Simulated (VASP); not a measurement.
Ga, 2 atoms in the cell. It takes space group P6_3/mmc (No. 194, hexagonal). The conventional cell has a = 3.015 Å, b = 3.015 Å, c = 4.760 Å, α = 90.00°, β = 90.00°, γ = 120.00°. Ga (site symmetry -6m2) has 12 Ga at 2.95 to 3.02 Å within 3.9 Å.  This cell differs from its parent crystal: volume scaled by 1.04.

* Program: VASP 6.6.1
* Task: single point
* Functional: r2SCAN
* Potentials or basis: VASP PAW PBE potentials, release 64 (Ga_d)
* Cutoff: 520 eV
* k mesh: 14 × 14 × 8
* Occupations: fermi-dirac, width 0.1 eV
* Spin: no spin polarisation
* Dipole correction: no
* Further INCAR settings: ALGO = Normal; EDIFF = 1e-06; NBANDS = 20

Potentials or basis: VASP PAW PBE potentials, release 64 (Ga_d).

Command:

```bash
$ cat potpaw_PBE.64/Ga_d/POTCAR > POTCAR
$ cp INCAR.step1 INCAR
$ mpirun -np 1 vasp_std > vasp.out
$ cp INCAR.step2 INCAR
$ mpirun -np 1 vasp_std > vasp.out
```

Hardware: 1 thread of Intel(R) Xeon(R) Platinum 8488C (Sapphire Rapids), on a shared host.

Problem. How long does it take, and how much memory?

Solution. Wall time 2.1 min on 1 thread of Intel(R) Xeon(R) Platinum 8488C (Sapphire Rapids), with other jobs on the host, peak memory 0.2 GiB. Counts: k points 120.
